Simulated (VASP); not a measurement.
Write the native input for VASP 6.6.1 that does the following.

| Item | Value |
| --- | --- |
| Task | single point |
| Functional | PBE |
| Potentials or basis | VASP PAW PBE potentials, release 64 (V_sv, O) |
| Cutoff | 600 eV |
| k mesh | 10 × 10 × 16 |
| Occupations | fermi-dirac, width 0.05 eV |
| Spin | collinear spin, ferromagnetic start |
| Starting moments | [1.0, 1.0, 0.0, 0.0, 0.0, 0.0] μB |
| Dipole correction | no |
| Further INCAR settings | ALGO = Normal; EDIFF = 1e-06; NBANDS = 38 |

The structure of VO2 lies in POSCAR:

```
VO2
1.0
    4.4616228908      0.0000000000      0.0000000000
    0.0000000000      4.4616228908      0.0000000000
    0.0000000000      0.0000000000      2.7945632509
V O
2 4
Direct
    0.0000000000      0.0000000000      0.0000000000
    0.5000000000      0.5000000000      0.5000000000
    0.2977903932      0.2977903932      0.0000000000
    0.2022096068      0.7977903932      0.5000000000
    0.7022096068      0.7022096068      0.0000000000
    0.7977903932      0.2022096068      0.5000000000
```

This cell differs from its parent crystal: volume scaled by 0.94, then relaxed in part.

One way to write it, as run:

INCAR

```
SYSTEM = VO2
PREC     = Accurate       ! precision mode
ENCUT    = 600            ! plane-wave cutoff, eV
EDIFF    = 1E-6           ! SCF threshold, eV
ISMEAR   = -1             ! smearing method
SIGMA    = 0.05           ! smearing width, eV
LREAL    = .False.        ! projectors in reciprocal space
LASPH    = .True.         ! aspherical terms in the spheres
NELM     = 200            ! most SCF steps
ALGO     = Normal         ! electronic algorithm
ISIF     = 2              ! what is computed and relaxed
LWAVE    = .False.        ! write WAVECAR
LCHARG   = .True.         ! write CHGCAR
ISPIN    = 2              ! spin polarisation
MAGMOM   = 1 1 0 0 0 0    ! initial moments
LORBIT   = 11             ! projections on sites
LMAXMIX  = 4              ! l up to which the mixer works
GGA      = PE             ! functional
LVHAR    = .True.       
NBANDS   = 38             ! bands
GGA_COMPAT= .False.      
KPAR     = 4
```

KPOINTS

```
Automatic mesh
0
Gamma
  10 10 16
  0 0 0
```

Potentials or basis: VASP PAW PBE potentials, release 64 (V_sv, O).

Run with:

```bash
$ cat potpaw_PBE.64/V_sv/POTCAR potpaw_PBE.64/O/POTCAR > POTCAR
$ mpirun -np 4 vasp_std > vasp.out
```

Results of the run:

| Property | Result |
| --- | --- |
| Pressure | 19.5 GPa |
| Largest force | 0.026 eV/Å |
| Band gap on the k mesh | zero (filled and empty bands overlap) |
| Net moment | 1.99 μB per cell |
| Site moments | V +1.02; O -0.04 μB |
| Valence electrons inside the program's atomic spheres | V 11.69; O 5.09 |

Caveat: semilocal functionals often make such compounds metallic where correlation or magnetic order opens a gap, which also shifts bond lengths.

Wall time 3.1 min on 4 MPI ranks on AMD EPYC 7R13 Processor (Zen 3) (shared host), peak memory 0.67 GiB a rank.
